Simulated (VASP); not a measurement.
Wanted: the native input for a VASP 6.6.1 run.

```
Task                   : single point
Functional             : PBE
Dispersion             : D3(BJ)
Potentials or basis    : VASP PAW PBE potentials, release 64 (Mo_sv, S)
Cutoff                 : 520 eV
k mesh                 : 10 × 10 × 3
Occupations            : fermi-dirac, width 0.05 eV
Spin                   : no spin polarisation
Dipole correction      : no
Further INCAR settings : ALGO = Normal; EDIFF = 1e-06; NBANDS = 35
```

The structure of MoS2 lies in POSCAR:

```
MoS2
1.0
    3.1477309028      0.0000000000      0.0000000000
   -1.5738654514      2.7260149261      0.0000000000
    0.0000000000      0.0000000000     12.2412860984
Mo S
2 4
Direct
    0.6666666667      0.3333333333      0.7500000000
    0.3333333333      0.6666666667      0.2500000000
    0.6666666667      0.3333333333      0.3770000000
    0.3333333333      0.6666666667      0.8770000000
    0.6666666667      0.3333333333      0.1230000000
    0.3333333333      0.6666666667      0.6230000000
```

These files were run (other wordings do the same):

INCAR

```
SYSTEM = MoS2
PREC = Accurate
ENCUT = 520
EDIFF = 1E-6
ISMEAR = -1
SIGMA = 0.05
LREAL = .FALSE.
LASPH = .TRUE.
NELM = 60
ALGO = Normal
ISIF = 2
LWAVE = .FALSE.
LCHARG = .FALSE.
GGA = PE
IVDW = 12
NBANDS = 35
```

KPOINTS

```
Automatic mesh
0
G
  10 10 3
  0 0 0
```

Potentials or basis: VASP PAW PBE potentials, release 64 (Mo_sv, S).

Command:

```bash
$ cat potpaw_PBE.64/Mo_sv/POTCAR potpaw_PBE.64/S/POTCAR > POTCAR
$ mpirun -np 1 vasp_std > vasp.out
```

Results of the run:

| Quantity | Value |
| --- | --- |
| Pressure | 1.0 GPa |
| Largest force | 0.254 eV/Å |
| Band gap on the k mesh | 0.92 eV, indirect (least direct gap 1.92 eV) |
| Dispersion energy per atom | -0.432 eV |

It took 44 s on 1 thread of AMD EPYC 9R45 (Zen 5) (shared host), peak memory 0.23 GiB.
